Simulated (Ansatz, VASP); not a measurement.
## W in VASP and in Ansatz

INCAR

```
PREC = Accurate ; ENCUT = 520
EDIFF = 1E-6 ; ISMEAR = 0
SIGMA = 0.05 ; LREAL = F
LASPH = T ; NELM = 100
ALGO = Normal ; ISIF = 2
LWAVE = F ; LCHARG = F
GGA = PE ; NBANDS = 13
```

The input KPOINTS:

```
regular mesh
0
Gamma
  14 14 14
```

The input POSCAR:

```
W
1.0
    0.0000000000      2.0300000000      2.0300000000
    2.0300000000      0.0000000000      2.0300000000
    2.0300000000      2.0300000000      0.0000000000
W
1
Direct
    0.0000000000      0.0000000000      0.0000000000
```

Input for Ansatz:

```yaml
crystal:
  lattice:
    - [0.0, 2.03, 2.03]
    - [2.03, 0.0, 2.03]
    - [2.03, 2.03, 0.0]
  atoms:
    - { symbol: W, position: [0.0, 0.0, 0.0] }
basis:
  ecutwfc: 500
  fft_grid_basis: typed
kpoints:
  mp_grid: { grid: [14, 14, 14] }
hamiltonian:
  xc: pbe
  pseudopotentials: { kind: paw }
scf:
  occupations: { method: gaussian, width: 0.05 }
output:
  forces: true
  stress: true
  eigenvalues: true
  bader: true
  write_density: true
  volumetric_format: npy
  elf: true
```

Alike in both runs: task single point; functional PBE; k mesh 14 × 14 × 14; occupations gaussian, width 0.05 eV; no spin polarisation.

|  | VASP | Ansatz |
| --- | --- | --- |
| version | VASP 6.6.1 | Ansatz 0.2.0 |
| potentials or method | VASP PAW PBE potentials, release 64 (W_sv), cutoff 520 eV | scalar-relativistic, plane waves, PAW |
| valence electrons in the cell | 14 | 14 |

|  | VASP | Ansatz | Ansatz less VASP |
| --- | --- | --- | --- |
| gap on the k mesh at the Fermi level (eV) | none | none | - |
| pressure (GPa) | -4.3 | -4.7 | -0.40 |

A gap of «none» marks a metal or a gap that the smearing closes. With one functional, cell and mesh, what is left measures potentials, basis and numerics.

Spin-orbit coupling is off throughout.
